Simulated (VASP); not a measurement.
Here is a VASP 6.6.1 calculation.

The input INCAR:

```
SYSTEM = Nb
PREC = Accurate
ENCUT = 520
EDIFF = 1E-6
ISMEAR = 0
SIGMA = 0.1
LREAL = .False.
LASPH = .True.
NELM = 60
ALGO = Fast
ISIF = 2
LWAVE = .False.
LCHARG = .False.
GGA = PS
NBANDS = 12
```

File KPOINTS:

```
regular mesh
0
Gamma
  8 8 8
  0 0 0
```

Contents of POSCAR:

```
Nb
1.0
   -1.6588161900      1.6588161900      1.6588161900
    1.6588161900     -1.6588161900      1.6588161900
    1.6588161900      1.6588161900     -1.6588161900
Nb
1
Direct
    0.0000000000      0.0000000000      0.0000000000
```

Potentials or basis: VASP PAW PBE potentials, release 64 (Nb_sv).

The run is started by

```console
$ cat potpaw_PBE.64/Nb_sv/POTCAR > POTCAR
$ mpirun -np 1 vasp_std > vasp.out
```

Task: Predict the pressure.

Result: -6.9 GPa.

Task: What does it give for the band gap on the k mesh?

Result: Zero (an odd number of electrons rules out a gap without spin polarisation).

Caveat: the cell stands under tension; the PAW data sets were made with another functional, which shifts forces and pressure a little.
